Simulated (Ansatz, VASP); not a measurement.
Two plane-wave programs on Ir

The input INCAR:

```
SYSTEM = Ir
PREC = Accurate ; ENCUT = 500
EDIFF = 1E-6 ; ISMEAR = 0
SIGMA = 0.05 ; LREAL = .FALSE.
LASPH = .TRUE. ; NELM = 120
ALGO = Normal ; ISIF = 2
LWAVE = .FALSE. ; LCHARG = .FALSE.
GGA = CA ; NBANDS = 10
GGA_COMPAT = .FALSE.
```

The input KPOINTS:

```
Automatic mesh
0
G
  18 18 18
  0 0 0
```

POSCAR

```
Ir
1.0
    0.0000000000      1.8817618273      1.8817618273
    1.8817618273      0.0000000000      1.8817618273
    1.8817618273      1.8817618273      0.0000000000
Ir
1
Direct
    0.0000000000      0.0000000000      0.0000000000
```

Input for Ansatz:

```yaml
crystal:
  lattice:
    - [0.0, 1.8817618273, 1.8817618273]
    - [1.8817618273, 0.0, 1.8817618273]
    - [1.8817618273, 1.8817618273, 0.0]
  atoms:
    - { symbol: Ir, position: [0.0, 0.0, 0.0] }
basis:
  ecutwfc: 600
  ecutrho_ratio: 5
kpoints:
  mp_grid: { grid: [18, 18, 18] }
hamiltonian:
  xc: lda
scf:
  occupations: { method: gaussian, width: 0.05 }
output:
  forces: true
  stress: true
  eigenvalues: true
```

Alike in both runs: task single point; functional LDA; k mesh 18 × 18 × 18; occupations gaussian, width 0.05 eV; no spin polarisation.

|  | VASP | Ansatz |
| --- | --- | --- |
| version | VASP 6.6.1 | Ansatz 0.2.0 |
| potentials or method | VASP PAW LDA potentials, release 64 (Ir), cutoff 500 eV | scalar-relativistic, plane waves, PAW |
| valence electrons in the cell | 9 | 17 |

Ansatz gave:

```
pressure (GPa) : 16.7
```

Problem. What did VASP give for the same quantities?

Solution. Pressure (GPa): 19.8.

LDA's correlation is that of Perdew and Zunger in VASP and of Perdew and Wang (1992) in Ansatz. VASP's potentials hold 9 valence electrons a cell and Ansatz's 17, so a difference there can come from the potentials and not from the codes.

Spin-orbit coupling is off throughout.
